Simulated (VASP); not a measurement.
A run of VASP 6.6.1:

The input INCAR:

```
SYSTEM = Al2O3
PREC = Accurate
ENCUT = 520
EDIFF = 1E-7
ISMEAR = 0
SIGMA = 0.05
LREAL = .FALSE.
LASPH = .TRUE.
NELM = 60
ALGO = Normal
ISIF = 2
LWAVE = .FALSE.
LCHARG = .FALSE.
GGA = PE
IVDW = 12
NBANDS = 20
```

File KPOINTS:

```
Automatic mesh
0
G
  9 9 4
  0 0 0
```

Contents of POSCAR:

```
Al2O3
1.0
    2.8959000000      0.0000000000      0.0000000000
   -1.4479500000      2.5079229668      0.0000000000
    0.0000000000      0.0000000000      6.6396000000
Al O
2 3
Direct
    0.0000000000      0.0000000000      0.1907358529
    0.0000000000      0.0000000000      0.8092641471
    0.3333333333      0.6666666667      0.2840924954
    0.6666666667      0.3333333333      0.0000000000
    0.3333333333      0.6666666667      0.7159075046
```

Potentials or basis: VASP PAW PBE potentials, release 64 (Al, O).

The run is started by

```sh
$ cat potpaw_PBE.64/Al/POTCAR potpaw_PBE.64/O/POTCAR > POTCAR
$ mpirun -np 1 vasp_std > vasp.out
```

Hardware: 1 thread of AMD EPYC 9R45 96-Core Processor (Zen 5) (shared host).

**Question.** Estimate the wall time of this run.

**Answer.** Wall time 20 s on 1 thread of AMD EPYC 9R45 96-Core Processor (Zen 5) (shared host), peak memory 0.16 GiB. Counts: scf iterations 16, k points 36.
